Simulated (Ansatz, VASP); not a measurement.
This is a calculation of ZnO for Ansatz 0.2.0.

Contents of input.yaml:

```yaml
crystal:
  lattice:
    - [3.1829769797, 0.0, 0.0]
    - [-1.5914884899, 2.7565389241, 0.0]
    - [0.0, 0.0, 5.0994402224]
  atoms:
    - { symbol: Zn, position: [0.6666666667, 0.3333333333, 0.0] }
    - { symbol: Zn, position: [0.3333333333, 0.6666666667, 0.5] }
    - { symbol: O, position: [0.3333333333, 0.6666666667, 0.87901] }
    - { symbol: O, position: [0.6666666667, 0.3333333333, 0.37901] }
hamiltonian:
  xc: { exchange: b88, correlation: pbe }
  pseudopotentials: { kind: paw }
kpoints:
  mp_grid: { grid: [9, 9, 5] }
scf:
  occupations: { method: fermi_dirac, width: 0.05 }
output:
  forces: true
  stress: true
  eigenvalues: true
```

Potentials or basis: Ansatz PAW.

The run is started by

```bash
$ ansatz run input.yaml --threads 2 --pin off --max-ram 5120MiB --backend cpu --events-out ev --progress --plain --runs-dir out
```

Q: Translate it to VASP 6.6.1. Potentials there: VASP PAW PBE potentials, release 64 (Zn, O).

A: As run (the cutoff follows the program's own potentials):

File INCAR:

```
SYSTEM = ZnO
  PREC = Accurate
  ENCUT = 600
  EDIFF = 1E-6
  ISMEAR = -1
  SIGMA = 0.05
  LREAL = .False.
  LASPH = .True.
  NELM = 120
  ALGO = Normal
  ISIF = 2
  LWAVE = .False.
  LCHARG = .False.
  GGA = LIBXC
  LIBXC1 = GGA_X_B88
  LIBXC2 = GGA_C_PBE
  NBANDS = 26
  GGA_COMPAT = .False.
```

The input KPOINTS:

```
regular mesh
0
Gamma
  9 9 5
  0 0 0
```

Contents of POSCAR:

```
ZnO
1.0
    3.1829769797      0.0000000000      0.0000000000
   -1.5914884899      2.7565389241      0.0000000000
    0.0000000000      0.0000000000      5.0994402224
Zn O
2 2
Direct
    0.6666666667      0.3333333333      0.0000000000
    0.3333333333      0.6666666667      0.5000000000
    0.3333333333      0.6666666667      0.8790100000
    0.6666666667      0.3333333333      0.3790100000
```

Potentials or basis: VASP PAW PBE potentials, release 64 (Zn, O).

Launch:

```sh
$ cat potpaw_PBE.64/Zn/POTCAR potpaw_PBE.64/O/POTCAR > POTCAR
$ mpirun -np 1 vasp_std > vasp.out
```

Both were run:

|  | VASP | Ansatz | Ansatz less VASP |
| --- | --- | --- | --- |
| gap on the k mesh at the Fermi level (eV) | 0.90 | 0.91 | +0.007 |
| least direct gap on the mesh (eV) | 0.90 | 0.91 | +0.007 |
| pressure (GPa) | 16.1 | 15.0 | -1.08 |
| traceless stress, the component that is largest in VASP (GPa) | 1.43 | 1.37 | -0.054 |
| rms of the force components (eV/Å) | 0.056 | 0.053 | -0.0024 |

VASP's potentials were made for PBE, not for b88 exchange, pbe correlation. Atom by atom the forces differ by 0.002 eV/Å (rms over components).

Noted on Ansatz's run: odd divisions of the mesh miss points on the zone boundary, where band edges often lie, so the gap on the mesh can be too wide.
